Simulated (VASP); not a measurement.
# AlGaN2 (P-4m2) in VASP: further runs, part 2 of 2

VASP 6.6.1.

## 6. Single point, LDA (mode 12 (682.2 1/cm) frozen in, largest displacement +0.120 Å)

Contents of INCAR:

```
SYSTEM = AlGaN2
PREC = Accurate ; ENCUT = 520
EDIFF = 1E-7 ; ISMEAR = 0
SIGMA = 0.05 ; LREAL = .FALSE.
LASPH = .TRUE. ; NELM = 100
ALGO = Normal ; ISIF = 2
LWAVE = .FALSE. ; LCHARG = .FALSE.
NBANDS = 21
```

Contents of KPOINTS:

```
regular mesh
0
G
  8 8 6
  0 0 0
```

Contents of POSCAR:

```
AlGaN2
1.0
    3.1408770487      0.0000000000      0.0000000000
    0.0000000000      3.1408770487      0.0000000000
    0.0000000000      0.0000000000      4.4238379400
Al Ga N
1 1 2
Direct
    0.5000000000      0.5000000000      0.5000000000
    0.0000000000      0.0000000000      0.0000000000
    0.5000000000      0.0000000000      0.7653905776
    0.0000000000      0.5000000000      0.2346094224
```

Potentials or basis: VASP PAW LDA potentials, release 64 (Al, Ga_d, N).

Command:

```sh
> cat potpaw_LDA.64/Al/POTCAR potpaw_LDA.64/Ga_d/POTCAR potpaw_LDA.64/N/POTCAR > POTCAR
> mpirun -np 1 vasp_std > vasp.out
```

OUTCAR:

```text
SYSTEM = AlGaN2
   PREC = Accurate
   ENCUT = 520
   EDIFF = 1E-7
   ISMEAR = 0
   LREAL = .FALSE.
   LASPH = .TRUE.
   NELM = 100
   ISIF = 2

 ion  position               nearest neighbor table
   1  0.500  0.500  0.500-   3 1.96   4 1.96   3 1.96   4 1.96   2 3.13   2 3.13   2 3.13   2 3.13
                             2 3.13   2 3.13   2 3.13   2 3.13
   2  0.000  0.000  0.000-   3 1.88   4 1.88   4 1.88   3 1.88   1 3.13   1 3.13   1 3.13   1 3.13
                             1 3.13   1 3.13   1 3.13   1 3.13
   3  0.500  0.000  0.765-   2 1.88   2 1.88   1 1.96   1 1.96
   4  0.000  0.500  0.235-   2 1.88   2 1.88   1 1.96   1 1.96

  LATTYP: Found a simple tetragonal cell.
 ALAT       =     3.1408770487
 C/A-ratio  =     1.4084721788

  Lattice vectors:

 A1 = (   3.1408770487,   0.0000000000,   0.0000000000)
 A2 = (   0.0000000000,   3.1408770487,   0.0000000000)
 A3 = (   0.0000000000,   0.0000000000,   4.4238379400)

Analysis of symmetry for initial positions (statically):
=====================================================================
 Subroutine PRICEL returns:
 Original cell was already a primitive cell.

 Routine SETGRP: Setting up the symmetry group for a
 simple tetragonal supercell.

 Subroutine GETGRP returns: Found  8 space group operations
 (whereof  8 operations were pure point group operations)
 out of a pool of 16 trial point group operations.

The static configuration has the point symmetry D_2d.

Analysis of symmetry for dynamics (positions and initial velocities):
=====================================================================
 Subroutine PRICEL returns:
 Original cell was already a primitive cell.

 Routine SETGRP: Setting up the symmetry group for a
 simple tetragonal supercell.

 Subroutine GETGRP returns: Found  8 space group operations
 (whereof  8 operations were pure point group operations)
 out of a pool of 16 trial point group operations.

The dynamic configuration has the point symmetry D_2d.

 Subroutine INISYM returns: Found  8 space group operations
 (whereof  8 operations are pure point group operations),
 and found     1 'primitive' translations

----------------------------------------------------------------------------------------

                                     Primitive cell

  volume of cell :      43.6416

  direct lattice vectors                    reciprocal lattice vectors
     3.140877049  0.000000000  0.000000000     0.318382409  0.000000000  0.000000000
     0.000000000  3.140877049  0.000000000     0.000000000  0.318382409  0.000000000
     0.000000000  0.000000000  4.423837940     0.000000000  0.000000000  0.226048064

  length of vectors
     3.140877049  3.140877049  4.423837940     0.318382409  0.318382409  0.226048064

  position of ions in fractional coordinates (direct lattice)
     0.500000000  0.500000000  0.500000000
     0.000000000  0.000000000  0.000000000
     0.500000000  0.000000000  0.765390578
     0.000000000  0.500000000  0.234609422

  ion indices of the primitive-cell ions
   primitive index   ion index
                 1           1
                 2           2
                 3           3
                 4           4

----------------------------------------------------------------------------------------

 KPOINTS: regular mesh

Automatic generation of k-mesh.
 Grid dimensions read from file:
 generate k-points for:    8    8    6

 Generating k-lattice:

  Cartesian coordinates                     Fractional coordinates (reciprocal lattice)
     0.039797801  0.000000000  0.000000000     0.125000000  0.000000000  0.000000000
     0.000000000  0.039797801  0.000000000     0.000000000  0.125000000  0.000000000
     0.000000000  0.000000000  0.037674677     0.000000000  0.000000000  0.166666667

  Length of vectors
     0.039797801  0.039797801  0.037674677

  Shift w.r.t. Gamma in fractional coordinates (k-lattice)
     0.000000000  0.000000000  0.000000000

 Subroutine IBZKPT returns following result:
 ===========================================

 Found     60 irreducible k-points:

 Following reciprocal coordinates:
            Coordinates               Weight
  0.000000  0.000000  0.000000      1.000000
  0.125000  0.000000  0.000000      4.000000
  0.250000  0.000000  0.000000      4.000000
  0.375000  0.000000  0.000000      4.000000
  0.500000  0.000000  0.000000      2.000000
  0.125000  0.125000  0.000000      4.000000
[... 16 lines left out ...]
  0.375000  0.125000  0.166667     16.000000
  0.500000  0.125000  0.166667      8.000000
 [... further k-points ...]
   k-points           NKPTS =     60   k-points in BZ     NKDIM =     60   number of bands    NBANDS=     21
   number of dos      NEDOS =    301   number of ions     NIONS =      4
   total plane-waves  NPLWV =  20736
   dimension x,y,z NGX =    24 NGY =   24 NGZ =   36
   dimension x,y,z NGXF=    48 NGYF=   48 NGZF=   72
   ions per type =               1   1   2
   NGX,Y,Z   is equivalent  to a cutoff of  12.70, 12.70, 13.53 a.u.
   NGXF,Y,Z  is equivalent  to a cutoff of  25.41, 25.41, 27.06 a.u.
 SYSTEM =  AlGaN2
   PREC   = accura    normal or accurate (medium, high low for compatibility)
   ISTART =      0    job   : 0-new  1-cont  2-samecut
   ICHARG =      2    charge: 1-file 2-atom 10-const
   ISPIN  =      1    spin polarized calculation?
   LNONCOLLINEAR =      F non collinear calculations
   LSORBIT =      F    spin-orbit coupling
   LASPH  =      T    aspherical Exc in radial PAW
   ENCUT  =  520.0 eV  38.22 Ry    6.18 a.u.   5.84  5.84  8.23*2*pi/ulx,y,z
   NELM   =    100;   NELMIN=  2; NELMDL= -5     # of ELM steps
   EDIFF  = 0.1E-06   stopping-criterion for ELM
   LREAL  =      F    real-space projection
   EDIFFG = 0.1E-05   stopping-criterion for IOM
   NSW    =      0    number of steps for IOM
   IBRION =     -1    ionic relax: 0-MD 1-quasi-New 2-CG
   NFREE  =      0    steps in history (QN), initial steepest desc. (CG)
   ISIF   =      2    stress and relaxation
   ISYM   =      2    0-nonsym 1-usesym 2-fastsym
   POTIM  = 0.5000    time-step for ionic-motion
   TEBEG  =    0.0;   TEEND  =   0.0 temperature during run
   PSTRESS=    0.0 pullay stress
   NELECT =      26.0000    total number of electrons
   NUPDOWN=      -1.0000    fix difference up-down
   EMIN   =  10.00;   EMAX   =-10.00  energy-range for DOS
   EFERMI =   0.00;   METHOD = LEGACY
   ISMEAR =     0;   SIGMA  =   0.05  broadening in eV -4-tet -1-fermi 0-gaus
   EFERMI_NEDOS =   21; number of points for ismear=-14 and -15
   IALGO  =     38    algorithm
   IMIX   =      4    mixing-type and parameters
     AMIX     =   0.40;   BMIX     =  1.00
     AMIX_MAG =   1.60;   BMIX_MAG =  1.00
  volume/ion in A,a.u.               =      10.91        73.63
  Fermi-wavevector in a.u.,A,eV,Ry     =   1.377523  2.603141 25.818009  1.897570
  Thomas-Fermi vector in A             =   2.502669
   LORBIT       =      0    0 simple, 1 ext, 2 COOP (PROOUT), +10 PAW based schemes
   GGA     = CA    functional components
   LHFCALC =     F    Hartree Fock is set to
   AEXX    =    0.0000 exact exchange contribution
   IVDW    =     0    specifies the selected vdW correction
   LEPSILON=     F    determine dielectric tensor
   LRPA    =     F    only Hartree local field effects (RPA)
 non-spin polarized calculation
 Gauss-broadening in eV      SIGMA  =   0.05
  energy-cutoff  :      520.00
  volume of cell :       43.64
 maximum number of plane-waves:      1208
 NGX is ok and might be reduce to    24
   NGX = 11   NGY = 11   NGZ = 17

 number of electron      25.9999985 magnetization

 Free energy of the ion-electron system (eV)
  ---------------------------------------------------
  ext. energy  EPLUGINS =         0.00000000
  ---------------------------------------------------
  free energy    TOTEN  =       -29.99271845 eV

  energy without entropy =      -29.99271845  energy(sigma->0) =      -29.99271845

 E-fermi :   5.7708     XC(G=0): -11.7153

 val. band max:        5.5645808186   @ k =   0.0000   0.0000   0.0000
 cond. band min:       8.3634150949   @ k =   0.0000   0.0000   0.0000
 fundamental gap:      2.7988342763
 Fermi energy:         5.7708148188

 k-point     1 :       0.0000    0.0000    0.0000
  band No.  band energies     occupation
      1     -10.0270      2.00000
      2      -8.7307      2.00000
      3      -7.5170      2.00000
      4      -7.5170      2.00000
      5      -7.4448      2.00000
      6      -7.2102      2.00000
[... 550 lines left out ...]
      5      -7.3256      2.00000
      6      -6.5597      2.00000
[... 13 lines left out ...]
     20      17.4682      0.00000
     21      17.5933      0.00000

 [... further k-points ...]
[... 5 lines left out ...]
  --------------------------------------------------------------------------------------
  -------------------------------------------------------------------------------------
  Total       -0.3969678     -0.3969678     -0.8311718      0.0000000      0.0000000     -0.0000000
  in kB      -14.5735291    -14.5735291    -30.5140809      0.0000000      0.0000000     -0.0000000
  external PRESSURE =     -19.8870463 kB  Pullay stress =       0.0000000 kB

 VOLUME and BASIS-vectors are now :
 -----------------------------------------------------------------------------
  energy-cutoff  :      520.00
  volume of cell :       43.64
      direct lattice vectors                 reciprocal lattice vectors
     3.140877049  0.000000000  0.000000000     0.318382409  0.000000000  0.000000000
     0.000000000  3.140877049  0.000000000     0.000000000  0.318382409  0.000000000
     0.000000000  0.000000000  4.423837940     0.000000000  0.000000000  0.226048064

 POSITION                                       TOTAL-FORCE (eV/Angst)
 -----------------------------------------------------------------------------------
      1.57044      1.57044      2.21192        -0.000000     -0.000000      0.000000
      0.00000      0.00000      0.00000        -0.000000      0.000000      0.000000
      1.57044      0.00000      3.38596         0.000000      0.000000     -2.758874
      0.00000      1.57044      1.03787        -0.000000      0.000000      2.758874
 -----------------------------------------------------------------------------------
    total drift:                                0.000000      0.000000     -0.000000

  FREE ENERGIE OF THE ION-ELECTRON SYSTEM (eV)
  ---------------------------------------------------
  free  energy   TOTEN  =       -29.9927184477 eV

  energy  without entropy=      -29.9927184477  energy(sigma->0) =      -29.99271845
```

OSZICAR:

```text
N       E                     dE             d eps       ncg     rms          rms(c)
DAV:   1     0.167655034858E+03    0.16766E+03   -0.12927E+04  2786   0.181E+03
DAV:   2    -0.148657243835E+02   -0.18252E+03   -0.17056E+03  2779   0.407E+02
DAV:   3    -0.340953322778E+02   -0.19230E+02   -0.19016E+02  2971   0.104E+02
DAV:   4    -0.345596056859E+02   -0.46427E+00   -0.46350E+00  3047   0.172E+01
DAV:   5    -0.345677270628E+02   -0.81214E-02   -0.81205E-02  2880   0.219E+00    0.114E+01
DAV:   6    -0.300668060693E+02    0.45009E+01   -0.14373E+01  3767   0.506E+01    0.389E+00
DAV:   7    -0.300565163998E+02    0.10290E-01   -0.95179E-01  2660   0.725E+00    0.261E+00
DAV:   8    -0.300057762434E+02    0.50740E-01   -0.20097E-01  3314   0.411E+00    0.998E-01
DAV:   9    -0.299922512393E+02    0.13525E-01   -0.48641E-02  3469   0.319E+00    0.292E-01
DAV:  10    -0.299928514136E+02   -0.60017E-03   -0.54591E-03  2828   0.466E-01    0.126E-01
DAV:  11    -0.299927332975E+02    0.11812E-03   -0.20006E-04  3419   0.106E-01    0.467E-02
DAV:  12    -0.299927190088E+02    0.14289E-04   -0.37120E-05  3347   0.838E-02    0.157E-02
DAV:  13    -0.299927184233E+02    0.58544E-06   -0.97822E-06  3377   0.298E-02    0.299E-03
DAV:  14    -0.299927184477E+02   -0.24389E-07   -0.28369E-07  2275   0.396E-03
   1 F= -.29992718E+02 E0= -.29992718E+02  d E =-.301332E-11
```

stdout:

```text
POSCAR found type information on POSCAR AlGaN
 POSCAR found :  3 types and       4 ions
 scaLAPACK will be used
 LDA part: xc-table for (Slater(with rela. corr.)+CA(PZ))
 , standard interpolation
 POSCAR, INCAR and KPOINTS ok, starting setup
 FFT: planning ... GRIDC
 FFT: planning ... GRID_SOFT
 FFT: planning ... GRID
 WAVECAR not read
 entering main loop
```

Run time: 16 s. Hardware: 1 thread of Intel Xeon 6975P-C (Granite Rapids), shared host; peak memory 0.17 GiB.

Results:

| Item | Value |
| --- | --- |
| Free energy | -29.9927 eV |
| Pressure | -2.0 GPa |
| Largest force | 2.759 eV/Å |
| Band gap on the k mesh | 2.80 eV, direct |

Forces in eV/Å, atoms in the order of the input:
```
Al   0.000  0.000  0.000
Ga   0.000  0.000  0.000
N    0.000  0.000 -2.759
N    0.000  0.000  2.759
```

Stress tensor (GPa, compression positive):
```
-1.46  0.00  0.00
 0.00 -1.46  0.00
 0.00  0.00 -3.05
```

Caveat: the cell differs from its parent crystal (mode 12 (682.2 1/cm) frozen in, largest displacement +0.120 Å); forces of over 1 eV/Å act on the atoms, so gaps and moduli don't describe the material at rest.
